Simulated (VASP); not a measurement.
# SiW2 (P4/nmm) in VASP: notebook

The runs below take SiW2 through relaxation of cell and atoms, with PBE.

Program: VASP 6.6.1. These are calculated values, not measurements. Logs are shortened: lines on timing, memory, paths and dates and some standing lists are left out, and cuts for length are marked.

### 1 The cell of the first run

Symmetry: P4/nmm, No. 129, tetragonal system. Conventional cell: a = 3.201 Å, b = 3.201 Å, c = 8.734 Å, α = 90.00°, β = 90.00°, γ = 90.00°. Si (site symmetry 4mm) has 6 W at 2.60 to 2.89 Å and 8 Si at 2.67 to 3.20 Å within 3.4 Å. Within 3.6 Å of W (site symmetry 4mm) lie 13 W at 2.74 to 3.20 Å and 1 Si at 2.89 Å. W (site symmetry 4mm) has 5 Si at 2.60 to 2.68 Å and 9 W at 2.78 to 3.20 Å within 3.4 Å.

### 2 Relaxation of cell and atoms, PBE

INCAR

```
ALGO = Fast
EDIFF = 1E-6
EDIFFG = -0.001
ENCUT = 600
GGA = PE
IBRION = 2
ISIF = 3
ISMEAR = 0
LASPH = T
LCHARG = F
LREAL = F
LWAVE = F
NELM = 100
NSW = 80
PREC = Accurate
SIGMA = 0.1
```

KPOINTS

```
k-points
0
Gamma
  10 10 4
```

POSCAR

```
SiW2
1.0
    3.2009062736      0.0000000000      0.0000000000
    0.0000000000      3.2009062736      0.0000000000
    0.0000000000      0.0000000000      8.7336668863
Si W
2 4
Direct
    0.0000000000      0.5000000000      0.9194559970
    0.5000000000      0.0000000000      0.0805440030
    0.0000000000      0.5000000000      0.5884620207
    0.5000000000      0.0000000000      0.4115379793
    0.5000000000      0.0000000000      0.7739877577
    0.0000000000      0.5000000000      0.2260122423
```

Potentials or basis: VASP PAW PBE potentials, release 64 (Si, W_sv).

Command:

```console
cat potpaw_PBE.64/Si/POTCAR potpaw_PBE.64/W_sv/POTCAR > POTCAR
mpirun -np 1 vasp_std > vasp.out
```

OUTCAR:

```text
EDIFF = 1E-6
   EDIFFG = -0.001
   ENCUT = 600
   GGA = PE
   IBRION = 2
   ISIF = 3
   ISMEAR = 0
   LASPH = T
   LREAL = F
   NELM = 100
   NSW = 80
   PREC = Accurate

 ion  position               nearest neighbor table
   1  0.000  0.500  0.919-   5 2.60   5 2.60   5 2.60   5 2.60   2 2.67   2 2.67   2 2.67   2 2.67
                             6 2.68   3 2.89
   2  0.500  0.000  0.081-   6 2.60   6 2.60   6 2.60   6 2.60   1 2.67   1 2.67   1 2.67   1 2.67
                             5 2.68   4 2.89
   3  0.000  0.500  0.588-   4 2.74   4 2.74   4 2.74   4 2.74   5 2.78   5 2.78   5 2.78   5 2.78
                             1 2.89   6 3.17
   4  0.500  0.000  0.412-   3 2.74   3 2.74   3 2.74   3 2.74   6 2.78   6 2.78   6 2.78   6 2.78
                             2 2.89   5 3.17
   5  0.500  0.000  0.774-   1 2.60   1 2.60   1 2.60   1 2.60   2 2.68   3 2.78   3 2.78   3 2.78
                             3 2.78   4 3.17
   6  0.000  0.500  0.226-   2 2.60   2 2.60   2 2.60   2 2.60   1 2.68   4 2.78   4 2.78   4 2.78
                             4 2.78   3 3.17

  LATTYP: Found a simple tetragonal cell.
 ALAT       =     3.2009062736
 C/A-ratio  =     2.7284981626

  Lattice vectors:

 A1 = (   3.2009062736,   0.0000000000,   0.0000000000)
 A2 = (   0.0000000000,   3.2009062736,   0.0000000000)
 A3 = (   0.0000000000,   0.0000000000,   8.7336668863)

Analysis of symmetry for initial positions (statically):
=====================================================================
 Subroutine PRICEL returns:
 Original cell was already a primitive cell.

 Routine SETGRP: Setting up the symmetry group for a
 simple tetragonal supercell.

 Subroutine GETGRP returns: Found 16 space group operations
 (whereof  8 operations were pure point group operations)
 out of a pool of 16 trial point group operations.

The static configuration has the point symmetry D_2d.
 The point group associated with its full space group is D_4h.

Analysis of symmetry for dynamics (positions and initial velocities):
=====================================================================
 Subroutine PRICEL returns:
 Original cell was already a primitive cell.

 Routine SETGRP: Setting up the symmetry group for a
 simple tetragonal supercell.

 Subroutine GETGRP returns: Found 16 space group operations
 (whereof  8 operations were pure point group operations)
 out of a pool of 16 trial point group operations.

The dynamic configuration has the point symmetry D_2d.
 The point group associated with its full space group is D_4h.

 Subroutine INISYM returns: Found 16 space group operations
 (whereof  8 operations are pure point group operations),
 and found     1 'primitive' translations

----------------------------------------------------------------------------------------

                                     Primitive cell

  volume of cell :      89.4834

  direct lattice vectors                    reciprocal lattice vectors
     3.200906274  0.000000000  0.000000000     0.312411522  0.000000000  0.000000000
     0.000000000  3.200906274  0.000000000     0.000000000  0.312411522  0.000000000
     0.000000000  0.000000000  8.733666886     0.000000000  0.000000000  0.114499444

  length of vectors
     3.200906274  3.200906274  8.733666886     0.312411522  0.312411522  0.114499444

  position of ions in fractional coordinates (direct lattice)
     0.000000000  0.500000000  0.919455997
     0.500000000  0.000000000  0.080544003
     0.000000000  0.500000000  0.588462021
     0.500000000  0.000000000  0.411537979
     0.500000000  0.000000000  0.773987758
     0.000000000  0.500000000  0.226012242

  ion indices of the primitive-cell ions
   primitive index   ion index
                 1           1
                 2           2
                 3           3
                 4           4
                 5           5
                 6           6

----------------------------------------------------------------------------------------

 KPOINTS: k-points

Automatic generation of k-mesh.
 Grid dimensions read from file:
 generate k-points for:   10   10    4

 Generating k-lattice:

  Cartesian coordinates                     Fractional coordinates (reciprocal lattice)
     0.031241152  0.000000000  0.000000000     0.100000000  0.000000000  0.000000000
     0.000000000  0.031241152  0.000000000     0.000000000  0.100000000  0.000000000
     0.000000000  0.000000000  0.028624861     0.000000000  0.000000000  0.250000000

  Length of vectors
     0.031241152  0.031241152  0.028624861

  Shift w.r.t. Gamma in fractional coordinates (k-lattice)
     0.000000000  0.000000000  0.000000000

 Subroutine IBZKPT returns following result:
 ===========================================

 Found     63 irreducible k-points:

 Following reciprocal coordinates:
            Coordinates               Weight
  0.000000  0.000000  0.000000      1.000000
  0.100000  0.000000  0.000000      4.000000
  0.200000  0.000000  0.000000      4.000000
  0.300000  0.000000  0.000000      4.000000
  0.400000  0.000000  0.000000      4.000000
  0.500000  0.000000  0.000000      2.000000
[... 16 lines left out ...]
  0.100000  0.000000  0.250000      8.000000
  0.200000  0.000000  0.250000      8.000000
 [... further k-points ...]
   k-points           NKPTS =     63   k-points in BZ     NKDIM =     63   number of bands    NBANDS=     38
   number of dos      NEDOS =    301   number of ions     NIONS =      6
   total plane-waves  NPLWV =  54880
   dimension x,y,z NGX =    28 NGY =   28 NGZ =   70
   dimension x,y,z NGXF=    56 NGYF=   56 NGZF=  140
   ions per type =               2   4
   NGX,Y,Z   is equivalent  to a cutoff of  14.54, 14.54, 13.32 a.u.
   NGXF,Y,Z  is equivalent  to a cutoff of  29.08, 29.08, 26.65 a.u.
 SYSTEM =  unknown system
   PREC   = accura    normal or accurate (medium, high low for compatibility)
   ISTART =      0    job   : 0-new  1-cont  2-samecut
   ICHARG =      2    charge: 1-file 2-atom 10-const
   ISPIN  =      1    spin polarized calculation?
   LNONCOLLINEAR =      F non collinear calculations
   LSORBIT =      F    spin-orbit coupling
   LASPH  =      T    aspherical Exc in radial PAW
   ENCUT  =  600.0 eV  44.10 Ry    6.64 a.u.   6.39  6.39 17.44*2*pi/ulx,y,z
   NELM   =    100;   NELMIN=  2; NELMDL= -5     # of ELM steps
   EDIFF  = 0.1E-05   stopping-criterion for ELM
   LREAL  =      F    real-space projection
   EDIFFG = -.1E-02   stopping-criterion for IOM
   NSW    =     80    number of steps for IOM
   IBRION =      2    ionic relax: 0-MD 1-quasi-New 2-CG
   NFREE  =      1    steps in history (QN), initial steepest desc. (CG)
   ISIF   =      3    stress and relaxation
   ISYM   =      2    0-nonsym 1-usesym 2-fastsym
   POTIM  = 0.5000    time-step for ionic-motion
   TEBEG  =    0.0;   TEEND  =   0.0 temperature during run
   PSTRESS=    0.0 pullay stress
   NELECT =      64.0000    total number of electrons
   NUPDOWN=      -1.0000    fix difference up-down
   EMIN   =  10.00;   EMAX   =-10.00  energy-range for DOS
   EFERMI =   0.00;   METHOD = LEGACY
   ISMEAR =     0;   SIGMA  =   0.10  broadening in eV -4-tet -1-fermi 0-gaus
   EFERMI_NEDOS =   21; number of points for ismear=-14 and -15
   IALGO  =     68    algorithm
   IMIX   =      4    mixing-type and parameters
     AMIX     =   0.40;   BMIX     =  1.00
     AMIX_MAG =   1.60;   BMIX_MAG =  1.00
  volume/ion in A,a.u.               =      14.91       100.64
  Fermi-wavevector in a.u.,A,eV,Ry     =   1.464043  2.766641 29.163045  2.143423
  Thomas-Fermi vector in A             =   2.580066
   LORBIT       =      0    0 simple, 1 ext, 2 COOP (PROOUT), +10 PAW based schemes
   GGA     = PE    functional components
   LHFCALC =     F    Hartree Fock is set to
   AEXX    =    0.0000 exact exchange contribution
   IVDW    =     0    specifies the selected vdW correction
   LEPSILON=     F    determine dielectric tensor
   LRPA    =     F    only Hartree local field effects (RPA)
 conjugate gradient relaxation of ions
 non-spin polarized calculation
 RMM-DIIS sequential band-by-band and
 Gauss-broadening in eV      SIGMA  =   0.10
  energy-cutoff  :      600.00
  volume of cell :       89.48
 maximum number of plane-waves:      3011
 NGX is ok and might be reduce to    28
   NGX = 13   NGY = 13   NGZ = 35

--------------------------------------- Ionic step        1  -------------------------------------------

 number of electron      63.9999997 magnetization

 Free energy of the ion-electron system (eV)
  ---------------------------------------------------
  ext. energy  EPLUGINS =         0.00000000
  ---------------------------------------------------
  free energy    TOTEN  =       -63.64348521 eV

  energy without entropy =      -63.63391463  energy(sigma->0) =      -63.63869992

------------------------ aborting loop because EDIFF is reached ----------------------------------------

  FORCE on cell =-STRESS in cart. coord.  units (eV):
  Direction    XX          YY          ZZ          XY          YZ          ZX
  --------------------------------------------------------------------------------------
  -------------------------------------------------------------------------------------
  Total        0.2094558      0.2094558      0.2116403      0.0000000     -0.0000000      0.0000000
  in kB        3.7502512      3.7502512      3.7893656      0.0000000     -0.0000000      0.0000000
  external PRESSURE =       3.7632893 kB  Pullay stress =       0.0000000 kB
[... 101 lines left out ...]
  FREE ENERGIE OF THE ION-ELECTRON SYSTEM (eV)
  ---------------------------------------------------
  free  energy   TOTEN  =       -63.6436235548 eV

  energy  without entropy=      -63.6340431824  energy(sigma->0) =      -63.63883337

[... ionic steps 4 to 8 ...]

--------------------------------------- Ionic step        9  -------------------------------------------

 number of electron      63.9999998 magnetization

------------------------ aborting loop because EDIFF is reached ----------------------------------------

  FORCE on cell =-STRESS in cart. coord.  units (eV):
  Direction    XX          YY          ZZ          XY          YZ          ZX
  --------------------------------------------------------------------------------------
  -------------------------------------------------------------------------------------
  Total        0.0047186      0.0047186      0.0074116      0.0000000      0.0000000      0.0000000
  in kB        0.0843792      0.0843792      0.1325367      0.0000000      0.0000000      0.0000000
  external PRESSURE =       0.1004317 kB  Pullay stress =       0.0000000 kB
[... 65 lines left out ...]
  energy  without entropy=      -63.6340596248  energy(sigma->0) =      -63.63884613

--------------------------------------- Ionic step       11  -------------------------------------------

 number of electron      63.9999998 magnetization

 Free energy of the ion-electron system (eV)
  ---------------------------------------------------
  ext. energy  EPLUGINS =         0.00000000
  ---------------------------------------------------
  free energy    TOTEN  =       -63.64363281 eV

  energy without entropy =      -63.63405830  energy(sigma->0) =      -63.63884555

 E-fermi :  11.3457     XC(G=0): -13.0350

 val. band max:       11.3373303922   @ k =   0.1000   0.1000   0.2500
 cond. band min:      11.3518953225   @ k =   0.3000   0.1000   0.0000
 fundamental gap:      0.0145649303
 Fermi energy:        11.3456525493

 k-point     1 :       0.0000    0.0000    0.0000
  band No.  band energies     occupation
      1     -62.9205      2.00000
      2     -62.8061      2.00000
      3     -62.5259      2.00000
      4     -62.5246      2.00000
      5     -27.3520      2.00000
      6     -27.2648      2.00000
[... 973 lines left out ...]
     37      13.4014      0.00000
     38      13.7224      0.00000

 [... further k-points ...]

------------------------ aborting loop because EDIFF is reached ----------------------------------------

  FORCE on cell =-STRESS in cart. coord.  units (eV):
  Direction    XX          YY          ZZ          XY          YZ          ZX
  --------------------------------------------------------------------------------------
  -------------------------------------------------------------------------------------
  Total       -0.0038352     -0.0038352     -0.0045631      0.0000000     -0.0000000      0.0000000
  in kB       -0.0685724     -0.0685724     -0.0815868      0.0000000     -0.0000000      0.0000000
  external PRESSURE =      -0.0729106 kB  Pullay stress =       0.0000000 kB
[... 21 lines left out ...]
  FREE ENERGIE OF THE ION-ELECTRON SYSTEM (eV)
  ---------------------------------------------------
  free  energy   TOTEN  =       -63.6436328097 eV

  energy  without entropy=      -63.6340582953  energy(sigma->0) =      -63.63884555

 reached required accuracy - stopping structural energy minimisation
```

It took 16 min on 1 thread of Intel Xeon Platinum 8488C (Sapphire Rapids), shared host; peak memory 0.37 GiB.

Results:

| Item | Value |
| --- | --- |
| Free energy | -63.6436 eV |
| Relaxed volume | 14.93 Å³/atom |
| Relaxed cell | a = 3.202 Å, b = 3.202 Å, c = 8.738 Å, α = 90.00°, β = 90.00°, γ = 90.00° |
| Space group after relaxing (to 0.1 Å) | P4/nmm (No. 129) |
| Energy gained by relaxing | 0.0 meV/atom |
| Ionic steps | 11 |
| Pressure after relaxing | 0.0 GPa |
| Band gap on the k mesh | zero (bands 32 and 33 overlap by 0.46 eV) |

The path:
```
step  energy change (eV)  largest force (eV/Å)  pressure (GPa)  volume (Å³)
   1              0.0000                0.0180            0.38        89.48
   2              0.0009                0.0158           -1.00        89.94
   3             -0.0001                0.0134           -0.01        89.60
   4             -0.0001                0.0137           -0.02        89.60
   5             -0.0001                0.0159            0.18        89.54
   6             -0.0001                0.0134            0.01        89.60
   7             -0.0001                0.0032            0.02        89.60
   8             -0.0001                0.0031            0.01        89.60
   9             -0.0001                0.0039            0.01        89.60
  10             -0.0001                0.0030            0.01        89.60
  11             -0.0001                0.0008           -0.01        89.61
```

Final structure:
```
Si W
1.0
     3.20240    0.00000    0.00000
     0.00000    3.20240    0.00000
     0.00000    0.00000    8.73777
Si W
2 4
Direct
  0.00000 0.50000 0.91950
  0.50000 0.00000 0.08050
  0.00000 0.50000 0.58847
  0.50000 0.00000 0.41153
  0.50000 0.00000 0.77409
  0.00000 0.50000 0.22591
```

Caveat: spin-orbit coupling is left out, which moves the levels of the heavy elements.

(Continued in part 2 of 2.)
